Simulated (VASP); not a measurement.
Write the native input for VASP 6.6.1 that does the following.

| Item | Value |
| --- | --- |
| Task | single point |
| Functional | PBE |
| Potentials or basis | VASP PAW PBE potentials, release 64 (F) |
| Cutoff | 520 eV |
| k mesh | 13 × 13 × 13 |
| Occupations | fermi-dirac, width 0.05 eV |
| Spin | no spin polarisation |
| Dipole correction | no |
| Further INCAR settings | ALGO = Normal; EDIFF = 1e-06; NBANDS = 14 |

The structure of F lies in POSCAR:

```
F
1.0
    0.0000000000      2.2242738051      2.2242738051
    2.2242738051      0.0000000000      2.2242738051
    2.2242738051      2.2242738051      0.0000000000
F
2
Direct
   -0.1250000000     -0.1250000000     -0.1250000000
    0.1250000000      0.1250000000      0.1250000000
```

This cell differs from its parent crystal: volume scaled by 0.76.

The input as run:

INCAR

```
PREC     = Accurate       # precision mode
ENCUT    = 520            # plane-wave cutoff, eV
EDIFF    = 1E-6           # SCF threshold, eV
ISMEAR   = -1             # smearing method
SIGMA    = 0.05           # smearing width, eV
LREAL    = F              # projectors in reciprocal space
LASPH    = T              # aspherical terms in the spheres
NELM     = 80             # most SCF steps
ALGO     = Normal         # electronic algorithm
ISIF     = 2              # what is computed and relaxed
LWAVE    = F              # write WAVECAR
LCHARG   = T              # write CHGCAR
GGA      = PE             # functional
LELF     = T              # ELF
LVHAR    = T            
NBANDS   = 14             # bands
```

KPOINTS

```
Automatic mesh
0
Gamma
  13 13 13
```

Potentials or basis: VASP PAW PBE potentials, release 64 (F).

Command:

```console
$ cat potpaw_PBE.64/F/POTCAR > POTCAR
$ mpirun -np 1 vasp_std > vasp.out
```

It gave:

```json
{
  "Pressure": "21.1 GPa",
  "Band gap on the k mesh": "zero (band 7 reaches -2.09 eV, above the bottom of band 8 at -3.62 eV)"
}
```

Wall time 6.5 s on 1 thread of Intel(R) Xeon(R) 6975P-C (Granite Rapids) (shared host), peak memory 0.14 GiB.
